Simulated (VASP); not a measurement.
Set up this calculation in VASP 6.6.1, as the native input.

* Task: single point
* Functional: PBEsol
* Potentials or basis: VASP PAW PBE potentials, release 64 (Al, Ni)
* Cutoff: 520 eV
* k mesh: 7 × 7 × 7
* Occupations: gaussian, width 0.01 eV
* Spin: no spin polarisation
* Dipole correction: no
* Further INCAR settings: ALGO = Normal; EDIFF = 1e-06; NBANDS = 24

The structure of AlNi3 lies in POSCAR:

```
AlNi3
1.0
    0.0000000000      2.8018887551      2.8018887551
    2.8018887551      0.0000000000      2.8018887551
    2.8018887551      2.8018887551      0.0000000000
Al Ni
1 3
Direct
    0.5000000000      0.5000000000      0.5000000000
    0.2500000000      0.2500000000      0.2500000000
    0.0000000000      0.0000000000      0.0000000000
    0.7500000000      0.7500000000      0.7500000000
```

The input as run:

INCAR

```
SYSTEM = AlNi3
ALGO     = Normal         ! electronic algorithm
EDIFF    = 1E-6           ! SCF threshold, eV
ENCUT    = 520            ! plane-wave cutoff, eV
GGA      = PS             ! functional
ISIF     = 2              ! what is computed and relaxed
ISMEAR   = 0              ! smearing method
LASPH    = .TRUE.         ! aspherical terms in the spheres
LCHARG   = .FALSE.        ! write CHGCAR
LREAL    = .FALSE.        ! projectors in reciprocal space
LWAVE    = .FALSE.        ! write WAVECAR
NBANDS   = 24             ! bands
NELM     = 100            ! most SCF steps
PREC     = Accurate       ! precision mode
SIGMA    = 0.01           ! smearing width, eV
```

KPOINTS

```
k-points
0
G
  7 7 7
  0 0 0
```

Potentials or basis: VASP PAW PBE potentials, release 64 (Al, Ni).

Launch:

```bash
$ cat potpaw_PBE.64/Al/POTCAR potpaw_PBE.64/Ni/POTCAR > POTCAR
$ mpirun -np 1 vasp_std > vasp.out
```

It gave:

* Pressure: -0.6 GPa
* Band gap on the k mesh: zero (an odd number of electrons rules out a gap without spin polarisation)

Caveat: the PAW data sets were made with another functional, which shifts forces and pressure a little.

Wall time 45 s on 1 thread of Intel Xeon 8259CL, with other jobs on the host, peak memory 0.17 GiB.
